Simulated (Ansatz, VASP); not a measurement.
**Mg3HO3 in VASP and in Ansatz**

The input INCAR:

```
SYSTEM = Mg3HO3
PREC     = Accurate       ! precision mode
ENCUT    = 520            ! plane-wave cutoff, eV
EDIFF    = 1E-7           ! SCF threshold, eV
ISMEAR   = 0              ! smearing method
SIGMA    = 0.05           ! smearing width, eV
LREAL    = .FALSE.        ! projectors in reciprocal space
LASPH    = .TRUE.         ! aspherical terms in the spheres
NELM     = 150            ! most SCF steps
ALGO     = Normal         ! electronic algorithm
ISIF     = 2              ! what is computed and relaxed
LWAVE    = .FALSE.        ! write WAVECAR
LCHARG   = .FALSE.        ! write CHGCAR
ISPIN    = 2              ! spin polarisation
MAGMOM   = 0 0 0 0 0 0 1  ! initial moments
LORBIT   = 11             ! projections on sites
LDIPOL   = .TRUE.       
IDIPOL   = 3            
DIPOL    = 0.5 0.5 0.303
GGA      = PS             ! functional
NBANDS   = 26             ! bands
```

Contents of KPOINTS:

```
regular mesh
0
G
  9 9 1
  0 0 0
```

Contents of POSCAR:

```
Mg3HO3
1.0
    2.9804137519      0.0000000000      0.0000000000
    0.0000000000      2.9804137519      0.0000000000
    0.0000000000      0.0000000000     21.2399431533
Mg O H
3 3 1
Direct
    0.5000000000      0.5000000000      0.1883244212
    0.0000000000      0.0000000000      0.2877909891
    0.5000000000      0.5000000000      0.3857349348
    0.0000000000      0.0000000000      0.1883244212
    0.5000000000      0.5000000000      0.2873494718
    0.0000000000      0.0000000000      0.3879456312
    0.3333333333      0.0000000000      0.3978326633
```

Input for Ansatz:

```yaml
crystal:
  lattice:
    - [2.9804137519, 0.0, 0.0]
    - [0.0, 2.9804137519, 0.0]
    - [0.0, 0.0, 21.2399431533]
  atoms:
    - { symbol: Mg, position: [0.5, 0.5, 0.1883244212] }
    - { symbol: O, position: [0.0, 0.0, 0.1883244212] }
    - { symbol: Mg, position: [0.0, 0.0, 0.2877909891] }
    - { symbol: O, position: [0.5, 0.5, 0.2873494718] }
    - { symbol: Mg, position: [0.5, 0.5, 0.3857349348] }
    - { symbol: O, position: [0.0, 0.0, 0.3879456312] }
    - { symbol: H, position: [0.3333333333, 0.0, 0.3978326633], spin: 1.0 }
basis:
  ecutwfc: 420
kpoints:
  mp_grid: { grid: [9, 9, 1] }
hamiltonian:
  xc: pbesol
  pseudopotentials: { kind: paw, azcp: { folder: soft_1 } }
scf:
  occupations: { method: gaussian, width: 0.05 }
output:
  forces: true
  eigenvalues: true
  populations: true
magnetization:
  spin_polarized: true
efield:
  axis: 3
  dipole_correction: true
  ramp_width: 0.04
```

Alike in both runs: task single point; functional PBEsol; k mesh 9 × 9 × 1; occupations gaussian, width 0.05 eV; collinear spin.

```csv
,VASP,Ansatz
version,VASP 6.6.1,Ansatz 0.2.0
potentials or method,"VASP PAW PBE potentials, release 64 (Mg, O, H), cutoff 520 eV","scalar-relativistic, plane waves, PAW"
valence electrons in the cell,25,49
```

```tsv
	VASP	Ansatz	Ansatz less VASP
gap on the k mesh at the Fermi level (eV)	none	none	-
rms of the force components (eV/Å)	1.115	1.077	-0.0385
net moment per atom (μB)	0.00	0.01	+0.006
```

VASP's potentials were made for PBE, not for PBEsol, and Ansatz warns of the same on its side. A gap of «none» marks a metal or a gap that the smearing closes. VASP's potentials hold 25 valence electrons a cell and Ansatz's 49, so a difference there can come from the potentials and not from the codes. Ansatz's warnings: seeded moment not kept, stability check not made.
